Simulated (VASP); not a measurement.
# Al3BSb2 (P-62m) in VASP: relaxation of cell and atoms with PBE

Aim: the relaxation of cell and atoms of Al3BSb2 with PBE.

Everything below comes from runs of VASP 6.6.1. Logs are shortened: lines on timing, memory, paths and dates and some standing lists are left out, and cuts for length are marked.

**1. The cell of the first run**

It takes space group P-62m (No. 189, hexagonal). The conventional cell has a = 5.957 Å, b = 5.957 Å, c = 4.330 Å, α = 90.00°, β = 90.00°, γ = 120.00°. Al (site symmetry m2m) has 2 Sb at 1.98 Å and 1 B at 1.99 Å within 2.6 Å. B (site symmetry -62m) has 3 Al at 1.99 Å within 2.6 Å. Within 2.6 Å of Sb (site symmetry -6) lie 3 Al at 1.98 Å.

The cell was generated, and may not be a known phase.

**2. Relaxation of cell and atoms, PBE**

The input, INCAR:

```
ALGO = Normal
EDIFF = 1E-7
EDIFFG = -0.08
ENCUT = 560
GGA = PE
GGA_COMPAT = F
IBRION = 2
ISIF = 3
ISMEAR = 0
LASPH = T
LCHARG = F
LREAL = F
LWAVE = F
NELM = 120
NELMIN = 4
NSW = 36
PREC = Accurate
SIGMA = 0.2
```

The input, KPOINTS:

```
k-points
0
Gamma
  3 3 4
```

The input, POSCAR:

```
Al3BSb2
1.0
    5.9566818900      0.0000000000      0.0000000000
   -2.9783409400      5.1586378400      0.0000000000
    0.0000000000      0.0000000000      4.3301230200
Al B Sb
3 1 2
Direct
    0.3338896700      0.0000000000      0.0000000000
    0.0000000000      0.3338896700      0.0000000000
    0.6661103300      0.6661103300      0.0000000000
    0.0000000000      0.0000000000      0.0000000000
    0.3333333300      0.6666666700      0.0000000000
    0.6666666700      0.3333333300      0.0000000000
```

Potentials or basis: VASP PAW PBE potentials, release 64 (Al, B, Sb_d_GW).

On the command line:

```bash
$ cat potpaw_PBE.64/Al/POTCAR potpaw_PBE.64/B/POTCAR potpaw_PBE.64/Sb_d_GW/POTCAR > POTCAR
$ mpirun -np 1 vasp_std > vasp.out
```

OUTCAR:

```text
EDIFF = 1E-7
   EDIFFG = -0.08
   ENCUT = 560
   GGA = PE
   IBRION = 2
   ISIF = 3
   ISMEAR = 0
   LASPH = T
   LREAL = F
   NELM = 120
   NELMIN = 4
   NSW = 36
   PREC = Accurate

 ion  position               nearest neighbor table
   1  0.334  0.000  0.000-   5 1.98   6 1.98   4 1.99
   2  0.000  0.334  0.000-   6 1.98   5 1.98   4 1.99
   3  0.666  0.666  0.000-   6 1.98   5 1.98   4 1.99
   4  0.000  0.000  0.000-   2 1.99   1 1.99   3 1.99
   5  0.333  0.667  0.000-   1 1.98   2 1.98   3 1.98
   6  0.667  0.333  0.000-   2 1.98   1 1.98   3 1.98

  LATTYP: Found a hexagonal cell.
 ALAT       =     5.9566818900
 C/A-ratio  =     0.7269354147

  Lattice vectors:

 A1 = (   5.9566818900,   0.0000000000,   0.0000000000)
 A2 = (  -2.9783409400,   5.1586378400,   0.0000000000)
 A3 = (   0.0000000000,   0.0000000000,   4.3301230200)

Analysis of symmetry for initial positions (statically):
=====================================================================
 Subroutine PRICEL returns:
 Original cell was already a primitive cell.

 Routine SETGRP: Setting up the symmetry group for a
 hexagonal supercell.

 Subroutine GETGRP returns: Found 12 space group operations
 (whereof 12 operations were pure point group operations)
 out of a pool of 24 trial point group operations.

The static configuration has the point symmetry D_3h.

Analysis of symmetry for dynamics (positions and initial velocities):
=====================================================================
 Subroutine PRICEL returns:
 Original cell was already a primitive cell.

 Routine SETGRP: Setting up the symmetry group for a
 hexagonal supercell.

 Subroutine GETGRP returns: Found 12 space group operations
 (whereof 12 operations were pure point group operations)
 out of a pool of 24 trial point group operations.

The dynamic configuration has the point symmetry D_3h.

 Subroutine INISYM returns: Found 12 space group operations
 (whereof 12 operations are pure point group operations),
 and found     1 'primitive' translations

----------------------------------------------------------------------------------------

                                     Primitive cell

  volume of cell :     133.0576

  direct lattice vectors                    reciprocal lattice vectors
     5.956681890  0.000000000  0.000000000     0.167878698  0.096924811  0.000000000
    -2.978340940  5.158637840  0.000000000     0.000000000  0.193849623  0.000000000
     0.000000000  0.000000000  4.330123020     0.000000000  0.000000000  0.230940321

  length of vectors
     5.956681890  5.956681888  4.330123020     0.193849623  0.193849623  0.230940321

  position of ions in fractional coordinates (direct lattice)
     0.333889670  0.000000000  0.000000000
     0.000000000  0.333889670  0.000000000
     0.666110330  0.666110330  0.000000000
     0.000000000  0.000000000  0.000000000
     0.333333330  0.666666670  0.000000000
     0.666666670  0.333333330  0.000000000

  ion indices of the primitive-cell ions
   primitive index   ion index
                 1           1
                 2           2
                 3           3
                 4           4
                 5           5
                 6           6

----------------------------------------------------------------------------------------

 KPOINTS: k-points

Automatic generation of k-mesh.
 Grid dimensions read from file:
 generate k-points for:    3    3    4

 Generating k-lattice:

  Cartesian coordinates                     Fractional coordinates (reciprocal lattice)
     0.055959566  0.032308270  0.000000000     0.333333333  0.000000000  0.000000000
     0.000000000  0.064616541  0.000000000     0.000000000  0.333333333  0.000000000
     0.000000000  0.000000000  0.057735080     0.000000000  0.000000000  0.250000000

  Length of vectors
     0.064616541  0.064616541  0.057735080

  Shift w.r.t. Gamma in fractional coordinates (k-lattice)
     0.000000000  0.000000000  0.000000000

 Subroutine IBZKPT returns following result:
 ===========================================

 Found      9 irreducible k-points:

 Following reciprocal coordinates:
            Coordinates               Weight
  0.000000  0.000000  0.000000      1.000000
  0.333333 -0.000000  0.000000      6.000000
  0.333333  0.333333  0.000000      2.000000
  0.000000  0.000000  0.250000      2.000000
  0.333333 -0.000000  0.250000     12.000000
  0.333333  0.333333  0.250000      4.000000
  0.000000  0.000000  0.500000      1.000000
  0.333333 -0.000000  0.500000      6.000000
  0.333333  0.333333  0.500000      2.000000
   k-points           NKPTS =      9   k-points in BZ     NKDIM =      9   number of bands    NBANDS=     25
   number of dos      NEDOS =    301   number of ions     NIONS =      6
   total plane-waves  NPLWV =  82944
   dimension x,y,z NGX =    48 NGY =   48 NGZ =   36
   dimension x,y,z NGXF=    96 NGYF=   96 NGZF=   72
   ions per type =               3   1   2
   NGX,Y,Z   is equivalent  to a cutoff of  13.40, 13.40, 13.82 a.u.
   NGXF,Y,Z  is equivalent  to a cutoff of  26.79, 26.79, 27.64 a.u.
 SYSTEM =  unknown system
   PREC   = accura    normal or accurate (medium, high low for compatibility)
   ISTART =      0    job   : 0-new  1-cont  2-samecut
   ICHARG =      2    charge: 1-file 2-atom 10-const
   ISPIN  =      1    spin polarized calculation?
   LNONCOLLINEAR =      F non collinear calculations
   LSORBIT =      F    spin-orbit coupling
   LASPH  =      T    aspherical Exc in radial PAW
   ENCUT  =  560.0 eV  41.16 Ry    6.42 a.u.  11.49 11.49  8.36*2*pi/ulx,y,z
   NELM   =    120;   NELMIN=  4; NELMDL= -5     # of ELM steps
   EDIFF  = 0.1E-06   stopping-criterion for ELM
   LREAL  =      F    real-space projection
   EDIFFG = -.8E-01   stopping-criterion for IOM
   NSW    =     36    number of steps for IOM
   IBRION =      2    ionic relax: 0-MD 1-quasi-New 2-CG
   NFREE  =      1    steps in history (QN), initial steepest desc. (CG)
   ISIF   =      3    stress and relaxation
   ISYM   =      2    0-nonsym 1-usesym 2-fastsym
   POTIM  = 0.5000    time-step for ionic-motion
   TEBEG  =    0.0;   TEEND  =   0.0 temperature during run
   PSTRESS=    0.0 pullay stress
   NELECT =      42.0000    total number of electrons
   NUPDOWN=      -1.0000    fix difference up-down
   EMIN   =  10.00;   EMAX   =-10.00  energy-range for DOS
   EFERMI =   0.00;   METHOD = LEGACY
   ISMEAR =     0;   SIGMA  =   0.20  broadening in eV -4-tet -1-fermi 0-gaus
   EFERMI_NEDOS =   21; number of points for ismear=-14 and -15
   IALGO  =     38    algorithm
   IMIX   =      4    mixing-type and parameters
     AMIX     =   0.40;   BMIX     =  1.00
     AMIX_MAG =   1.60;   BMIX_MAG =  1.00
  volume/ion in A,a.u.               =      22.18       149.65
  Fermi-wavevector in a.u.,A,eV,Ry     =   1.114666  2.106413 16.904966  1.242480
  Thomas-Fermi vector in A             =   2.251263
   LORBIT       =      0    0 simple, 1 ext, 2 COOP (PROOUT), +10 PAW based schemes
   GGA     = PE    functional components
   LHFCALC =     F    Hartree Fock is set to
   AEXX    =    0.0000 exact exchange contribution
   IVDW    =     0    specifies the selected vdW correction
   LEPSILON=     F    determine dielectric tensor
   LRPA    =     F    only Hartree local field effects (RPA)
 conjugate gradient relaxation of ions
 non-spin polarized calculation
 Gauss-broadening in eV      SIGMA  =   0.20
  energy-cutoff  :      560.00
  volume of cell :      133.06
 maximum number of plane-waves:      4049
 NGX is ok and might be reduce to    48
   NGX = 23   NGY = 23   NGZ = 17

--------------------------------------- Ionic step        1  -------------------------------------------

 number of electron      42.0000017 magnetization

 Free energy of the ion-electron system (eV)
  ---------------------------------------------------
  ext. energy  EPLUGINS =         0.00000000
  ---------------------------------------------------
  free energy    TOTEN  =        -3.35223424 eV

  energy without entropy =       -3.27011466  energy(sigma->0) =       -3.31117445

------------------------ aborting loop because EDIFF is reached ----------------------------------------

  FORCE on cell =-STRESS in cart. coord.  units (eV):
  Direction    XX          YY          ZZ          XY          YZ          ZX
  --------------------------------------------------------------------------------------
  -------------------------------------------------------------------------------------
  Total       92.8935650     92.8935650     -0.3279978      0.0000001      0.0000000      0.0000000
  in kB     1118.5529061   1118.5529065     -3.9494969      0.0000011      0.0000000      0.0000000
  external PRESSURE =     744.3854386 kB  Pullay stress =       0.0000000 kB
[... 27 lines left out ...]
--------------------------------------- Ionic step        2  -------------------------------------------

 number of electron      41.9999974 magnetization

 E-fermi :  -1.2593     XC(G=0):  -5.5339

 val. band max:       -1.2829952576   @ k =   0.3333  -0.0000   0.2500
 cond. band min:      -1.2549731516   @ k =   0.3333   0.3333   0.0000
 fundamental gap:      0.0280221060
 Fermi energy:        -1.2593122867

 k-point     1 :       0.0000    0.0000    0.0000
  band No.  band energies     occupation
      1     -30.0488      2.00000
      2     -30.0488      2.00000
      3     -30.0423      2.00000
      4     -30.0423      2.00000
      5     -30.0332      2.00000
      6     -30.0250      2.00000
[... 314 lines left out ...]
  FREE ENERGIE OF THE ION-ELECTRON SYSTEM (eV)
  ---------------------------------------------------
  free  energy   TOTEN  =       -21.7224756227 eV

  energy  without entropy=      -21.6662552065  energy(sigma->0) =      -21.69436541

 E-fermi :   4.4237     XC(G=0):  -9.2475

 val. band max:        4.3802969728   @ k =   0.0000   0.0000   0.0000
 cond. band min:       4.4422449464   @ k =   0.3333   0.3333   0.2500
 fundamental gap:      0.0619479736
 Fermi energy:         4.4236504013

 k-point     1 :       0.0000    0.0000    0.0000
  band No.  band energies     occupation
      1     -24.1844      2.00000
      2     -24.1812      2.00000
      3     -24.0327      2.00000
      4     -24.0327      2.00000
      5     -24.0295      2.00000
      6     -24.0295      2.00000
[... 241 lines left out ...]
     24       4.5652      0.31690
     25       5.3375      0.00000

[... ionic steps 4 to 17 ...]

--------------------------------------- Ionic step       18  -------------------------------------------

 number of electron      41.9999978 magnetization

------------------------ aborting loop because EDIFF is reached ----------------------------------------
[... 75 lines left out ...]
--------------------------------------- Ionic step       20  -------------------------------------------

 number of electron      41.9999968 magnetization

 Free energy of the ion-electron system (eV)
  ---------------------------------------------------
  ext. energy  EPLUGINS =         0.00000000
  ---------------------------------------------------
  free energy    TOTEN  =       -23.57450996 eV

  energy without entropy =      -23.52189291  energy(sigma->0) =      -23.54820143

 E-fermi :   3.3696     XC(G=0):  -8.7841

 val. band max:        3.2879838853   @ k =   0.3333  -0.0000   0.5000
 cond. band min:       3.4099587446   @ k =   0.0000   0.0000   0.2500
 fundamental gap:      0.1219748592
 Fermi energy:         3.3695685794

 k-point     1 :       0.0000    0.0000    0.0000
  band No.  band energies     occupation
      1     -25.0276      2.00000
      2     -25.0246      2.00000
      3     -24.9497      2.00000
      4     -24.9497      2.00000
      5     -24.9489      2.00000
      6     -24.9489      2.00000
[... 274 lines left out ...]
  FREE ENERGIE OF THE ION-ELECTRON SYSTEM (eV)
  ---------------------------------------------------
  free  energy   TOTEN  =       -23.5745099583 eV

  energy  without entropy=      -23.5218929110  energy(sigma->0) =      -23.54820143

 reached required accuracy - stopping structural energy minimisation
```

Wall time 18 min (1 thread of AMD EPYC 7R43 (Zen 3), shared host); peak memory 0.27 GiB.

What came out:

```
Free energy                           : -23.5745 eV
Relaxed volume                        : 26.04 Å³/atom
Relaxed cell                          : a = 7.302 Å, b = 7.302 Å, c = 3.384 Å, α = 90.00°, β = 90.00°, γ = 120.00°
Space group after relaxing (to 0.1 Å) : P-62m (No. 189)
Energy gained by relaxing             : 3370.4 meV/atom
Ionic steps                           : 20
Pressure after relaxing               : 0.2 GPa
Largest force after relaxing          : 0.015 eV/Å
Band gap on the k mesh                : zero (bands 21 and 22 overlap by 2.76 eV)
```

Forces on the atoms (eV/Å):
```
Al  -0.015  0.000  0.000
Al   0.008 -0.013  0.000
Al   0.008  0.013  0.000
B    0.000  0.000  0.000
Sb   0.000  0.000  0.000
Sb   0.000  0.000  0.000
```

Stress tensor (GPa, compression positive):
```
0.18 0.00 0.00
0.00 0.18 0.00
0.00 0.00 0.31
```

Step by step:
| step | energy change (eV) | largest force (eV/Å) | pressure (GPa) | volume (Å³) |
| --- | --- | --- | --- | --- |
| 1 | 0.0000 | 12.8219 | 74.44 | 133.06 |
| 2 | -8.3522 | 0.6542 | -9.50 | 404.98 |
| 3 | -18.3702 | 0.8580 | -5.85 | 231.76 |
| 4 | -18.8473 | 0.8652 | -4.90 | 221.39 |
| 5 | -19.2278 | 0.4826 | 2.72 | 188.57 |
| 6 | -19.3570 | 0.7651 | -1.18 | 201.25 |
| 7 | -19.3657 | 0.7334 | -0.65 | 199.16 |
| 8 | -19.3655 | 0.7092 | -0.24 | 197.71 |
| 9 | -19.5292 | 0.1549 | -1.25 | 195.40 |
| 10 | -19.6845 | 0.6041 | -2.75 | 191.17 |
| 11 | -19.7944 | 0.6846 | -2.50 | 185.81 |
| 12 | -20.0466 | 0.8275 | -1.38 | 170.02 |
| 13 | -19.6337 | 1.0779 | 5.35 | 139.56 |
| 14 | -20.1028 | 0.8358 | -0.82 | 164.32 |
| 15 | -20.1276 | 0.8676 | 0.16 | 156.99 |
| 16 | -20.1281 | 0.8563 | -0.10 | 158.76 |
| 17 | -20.1825 | 0.5696 | -0.20 | 158.10 |
| 18 | -20.2197 | 0.0430 | -0.23 | 156.91 |
| 19 | -20.2197 | 0.0598 | -0.23 | 156.95 |
| 20 | -20.2223 | 0.0153 | 0.22 | 156.25 |

Final structure:
```cif
data_structure
_symmetry_space_group_name_H-M 'P 1'
_symmetry_Int_Tables_number 1
_cell_length_a 7.3021
_cell_length_b 7.3021
_cell_length_c 3.3837
_cell_angle_alpha 90.000
_cell_angle_beta 90.000
_cell_angle_gamma 120.000
_cell_volume 156.25
loop_
_atom_site_label
_atom_site_type_symbol
_atom_site_fract_x
_atom_site_fract_y
_atom_site_fract_z
_atom_site_occupancy
Al1 Al 0.28219 0.00000 0.00000 1
Al2 Al 0.00000 0.28219 0.00000 1
Al3 Al 0.71781 0.71781 0.00000 1
B1 B 0.00000 0.00000 0.00000 1
Sb1 Sb 0.33333 0.66667 0.00000 1
Sb2 Sb 0.66667 0.33333 0.00000 1
```

Levels at points of the mesh, in eV from the Fermi level:
```tsv
k point	band 17	band 18	band 19	band 20	band 21	band 22	band 23	band 24	band 25
(0.00, 0.00, 0.00)	-3.67	-0.79	-0.79	0.44	2.10	3.32	3.69	3.69	4.06
(0.00, 0.00, 0.50)	-2.51	-2.35	-2.35	-1.34	-0.23	-0.23	0.13	0.13	2.96
```

Caveat: the k points lie up to 0.46 Å⁻¹ apart in the final cell, too coarse for converged energies and pressures of a metal; the volume moved by over 15 % at a fixed basis, so the end points are rough; spin-orbit coupling is left out, which moves the levels of the heavy elements.

The gap in the log of VASP goes by the Fermi energy; the results here count the filled bands.